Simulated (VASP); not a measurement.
# CoO (Fm-3m) in VASP: further runs, part 2 of 2

VASP 6.6.1.

### 3 Single point, LDA+U, non-collinear spin, twin_end start, spin-orbit coupling

INCAR reads:

```
SYSTEM = CoO
PREC     = Accurate       ! precision mode
ENCUT    = 700            ! plane-wave cutoff, eV
EDIFF    = 1E-6           ! SCF threshold, eV
ISMEAR   = 0              ! smearing method
SIGMA    = 0.05           ! smearing width, eV
LREAL    = .False.        ! projectors in reciprocal space
LASPH    = .True.         ! aspherical terms in the spheres
NELM     = 200            ! most SCF steps
ALGO     = Normal         ! electronic algorithm
ISIF     = 2              ! what is computed and relaxed
LWAVE    = .False.        ! write WAVECAR
LCHARG   = .True.         ! write CHGCAR
MAGMOM   = 2.87 0 0 0.62 0 0 ! initial moments
LORBIT   = 11             ! projections on sites
LSORBIT  = .True.         ! spin-orbit coupling
GGA_COMPAT= .False.      
LORBMOM  = .True.       
LMAXMIX  = 4              ! l up to which the mixer works
LDAU     = .True.         ! DFT+U
LDAUTYPE = 2            
LDAUL    = 2 -1           ! shell
LDAUU    = 4 0            ! U, eV
LDAUJ    = 0 0          
LDAUPRINT= 1            
GGA      = CA             ! functional
LVHAR    = .True.       
NBANDS   = 35             ! bands
```

KPOINTS reads:

```
Automatic mesh
0
Gamma
  8 8 8
  0 0 0
```

POSCAR reads:

```
CoO
1.0
    0.0000000000      2.1315016600      2.1315016600
    2.1315016600      0.0000000000      2.1315016600
    2.1315016600      2.1315016600      0.0000000000
Co O
1 1
Direct
    0.0000000000      0.0000000000      0.0000000000
    0.5000000000      0.5000000000      0.5000000000
```

Potentials or basis: VASP PAW LDA potentials, release 64 (Co_sv, O).

Command:

```sh
$ cat potpaw_LDA.64/Co_sv/POTCAR potpaw_LDA.64/O/POTCAR > POTCAR
$ mpirun -np 1 vasp_ncl > vasp.out
```

OUTCAR:

```text
SYSTEM = CoO
   PREC = Accurate
   ENCUT = 700
   EDIFF = 1E-6
   ISMEAR = 0
   LREAL = .False.
   LASPH = .True.
   NELM = 200
   ISIF = 2
   LORBIT = 11
   LSORBIT = .True.
   GGA = CA

 ion  position               nearest neighbor table
   1  0.000  0.000  0.000-   2 2.13   2 2.13   2 2.13   2 2.13   2 2.13   2 2.13
   2  0.500  0.500  0.500-   1 2.13   1 2.13   1 2.13   1 2.13   1 2.13   1 2.13

  LATTYP: Found a face centered cubic cell.
 ALAT       =     4.2630033200

  Lattice vectors:

 A1 = (   0.0000000000,   2.1315016600,   2.1315016600)
 A2 = (   2.1315016600,   0.0000000000,   2.1315016600)
 A3 = (   2.1315016600,   2.1315016600,   0.0000000000)

Analysis of symmetry for initial positions (statically):
=====================================================================
 Subroutine PRICEL returns:
 Original cell was already a primitive cell.

 Routine SETGRP: Setting up the symmetry group for a
 face centered cubic supercell.

 Subroutine GETGRP returns: Found 48 space group operations
 (whereof 48 operations were pure point group operations)
 out of a pool of 48 trial point group operations.

The static configuration has the point symmetry O_h .

Analysis of symmetry for dynamics (positions and initial velocities):
=====================================================================
 Subroutine PRICEL returns:
 Original cell was already a primitive cell.

 Routine SETGRP: Setting up the symmetry group for a
 face centered cubic supercell.

 Subroutine GETGRP returns: Found 48 space group operations
 (whereof 48 operations were pure point group operations)
 out of a pool of 48 trial point group operations.

The dynamic configuration has the point symmetry O_h .

Analysis of structural, dynamic, and magnetic symmetry:
=====================================================================
 Subroutine PRICEL returns:
 Original cell was already a primitive cell.

[... 1170 lines left out ...]
            0.013   1.063   1.076

 orbital moment (y)

 # of ion     p       d       tot
 ----------------------------------------
  1         0.000  -0.000  -0.000
  2         0.000   0.000   0.000
 ----------------------------------------
            0.000  -0.000  -0.000

 orbital moment (z)

 # of ion     p       d       tot
 ----------------------------------------
  1         0.000   0.000   0.000
  2         0.000   0.000   0.000
 ----------------------------------------
            0.000   0.000   0.000

 Spin-Orbit-Coupling matrix elements

 Ion:    1  E_soc:     -0.1345557
 l=   1
     0.0000000    -0.0123334    -0.0123245
    -0.0123334     0.0000000    -0.0123245
    -0.0123245    -0.0123245     0.0000000
 l=   2
     0.0000000    -0.0011414     0.0000000    -0.0171237    -0.0032000
    -0.0011414     0.0000000    -0.0033667    -0.0011414    -0.0011222
     0.0000000    -0.0033667     0.0000000    -0.0031964     0.0000000
    -0.0171237    -0.0011414    -0.0031964     0.0000000    -0.0000036
    -0.0032000    -0.0011222     0.0000000    -0.0000036     0.0000000
 l=   3
     0.0000000     0.0000000     0.0000000     0.0000000     0.0000000     0.0000000     0.0000000
     0.0000000     0.0000000     0.0000000     0.0000000     0.0000000     0.0000000     0.0000000
     0.0000000     0.0000000     0.0000000     0.0000000     0.0000000     0.0000000     0.0000000
     0.0000000     0.0000000     0.0000000     0.0000000     0.0000000     0.0000000     0.0000000
     0.0000000     0.0000000     0.0000000     0.0000000     0.0000000     0.0000000     0.0000000
     0.0000000     0.0000000     0.0000000     0.0000000     0.0000000     0.0000000     0.0000000
     0.0000000     0.0000000     0.0000000     0.0000000     0.0000000     0.0000000     0.0000000

 Ion:    2  E_soc:     -0.0003441
 l=   1
     0.0000000    -0.0001588    -0.0000066
    -0.0001588     0.0000000    -0.0000066
    -0.0000066    -0.0000066     0.0000000
 l=   2
     0.0000000     0.0000000     0.0000000     0.0000000     0.0000000
     0.0000000     0.0000000     0.0000000     0.0000000     0.0000000
     0.0000000     0.0000000     0.0000000     0.0000000     0.0000000
     0.0000000     0.0000000     0.0000000     0.0000000     0.0000000
     0.0000000     0.0000000     0.0000000     0.0000000     0.0000000
 l=   3
     0.0000000     0.0000000     0.0000000     0.0000000     0.0000000     0.0000000     0.0000000
     0.0000000     0.0000000     0.0000000     0.0000000     0.0000000     0.0000000     0.0000000
     0.0000000     0.0000000     0.0000000     0.0000000     0.0000000     0.0000000     0.0000000
     0.0000000     0.0000000     0.0000000     0.0000000     0.0000000     0.0000000     0.0000000
     0.0000000     0.0000000     0.0000000     0.0000000     0.0000000     0.0000000     0.0000000
     0.0000000     0.0000000     0.0000000     0.0000000     0.0000000     0.0000000     0.0000000
     0.0000000     0.0000000     0.0000000     0.0000000     0.0000000     0.0000000     0.0000000

 total charge

# of ion       s       p       d       tot
------------------------------------------
    1        2.150   6.067   6.699  14.916
    2        1.534   3.442   0.000   4.976
--------------------------------------------------
tot          3.683   9.509   6.699  19.892

 magnetization (x)

# of ion       s       p       d       tot
------------------------------------------
    1        0.012   0.010   2.624   2.646
    2        0.025   0.205   0.000   0.230
--------------------------------------------------
tot          0.038   0.214   2.624   2.876

 magnetization (y)

# of ion       s       p       d       tot
------------------------------------------
    1        0.000   0.000   0.000   0.000
    2        0.000   0.000   0.000   0.000
--------------------------------------------------
tot          0.000   0.000   0.000   0.000

 magnetization (z)

# of ion       s       p       d       tot
------------------------------------------
    1        0.000   0.000   0.000   0.000
    2        0.000   0.000   0.000   0.000
--------------------------------------------------
tot          0.000   0.000   0.000   0.000
```

OSZICAR:

```text
N       E                     dE             d eps       ncg     rms          rms(c)
DAV:   1     0.400530836067E+03    0.40053E+03   -0.14625E+04  8011   0.448E+03
DAV:   2     0.202564310657E+02   -0.38027E+03   -0.35831E+03  8344   0.112E+03
DAV:   3    -0.129190066812E+02   -0.33175E+02   -0.31787E+02  8475   0.299E+02
DAV:   4    -0.136251258054E+02   -0.70612E+00   -0.69858E+00  8204   0.406E+01
DAV:   5    -0.136476486017E+02   -0.22523E-01   -0.22517E-01  7397   0.698E+00    0.146E+01
DAV:   6    -0.122272853750E+02    0.14204E+01   -0.12109E+01  8481   0.110E+02    0.217E+01
DAV:   7    -0.121955151646E+02    0.31770E-01   -0.50874E+00  7283   0.657E+01    0.843E+00
DAV:   8    -0.125515186928E+02   -0.35600E+00   -0.95008E-01  7722   0.107E+01    0.513E+00
DAV:   9    -0.126779970292E+02   -0.12648E+00   -0.29571E-01  8730   0.111E+01    0.178E+00
DAV:  10    -0.127478840373E+02   -0.69887E-01   -0.57095E-02  8196   0.816E+00    0.805E-01
DAV:  11    -0.127822289855E+02   -0.34345E-01   -0.19639E-02  7880   0.295E+00    0.245E-01
DAV:  12    -0.127847346827E+02   -0.25057E-02   -0.34454E-03  8577   0.938E-01    0.127E-01
DAV:  13    -0.127853591759E+02   -0.62449E-03   -0.48774E-04  7809   0.342E-01    0.713E-02
DAV:  14    -0.127854880916E+02   -0.12892E-03   -0.24632E-04  8796   0.204E-01    0.179E-02
DAV:  15    -0.127854979775E+02   -0.98859E-05   -0.26101E-05  6593   0.712E-02    0.999E-03
DAV:  16    -0.127854990571E+02   -0.10796E-05   -0.54622E-06  5676   0.305E-02    0.627E-03
DAV:  17    -0.127855004079E+02   -0.13508E-05   -0.32466E-06  3828   0.215E-02    0.268E-03
DAV:  18    -0.127855008451E+02   -0.43720E-06   -0.10190E-06  4596   0.148E-02
   1 F= -.12785501E+02 E0= -.12785501E+02  d E =-.503383E-37  mag=     2.9889    -0.0000    -0.0000
```

stdout:

```text
POSCAR found type information on POSCAR CoO
 POSCAR found :  2 types and       2 ions
 scaLAPACK will be used
 LDA part: xc-table for (Slater(with rela. corr.)+CA(PZ))
 , standard interpolation
 POSCAR, INCAR and KPOINTS ok, starting setup
 FFT: planning ... GRIDC
 FFT: planning ... GRID_SOFT
 FFT: planning ... GRID
 WAVECAR not read
 entering main loop
```

Wall time 3.1 min (1 thread of Intel Xeon Platinum 8488C (Sapphire Rapids), shared host); peak memory 0.28 GiB.

Results:

* Free energy: -12.7855 eV
* Pressure: -11.9 GPa
* Net moment: 2.99 μB per cell
* Valence electrons inside the program's atomic spheres: Co 14.92; O 4.98

Moments on the atoms (μB; x, y, z):
```
Co  2.65 0.00 0.00
O   0.23 0.00 0.00
```

Caveat: the stress differs along the axes, from -16 to -10 GPa; a cell with one magnetic atom can't hold antiferromagnetic order, which such compounds often take. The state reached can hang on the start; a lower one may exist.
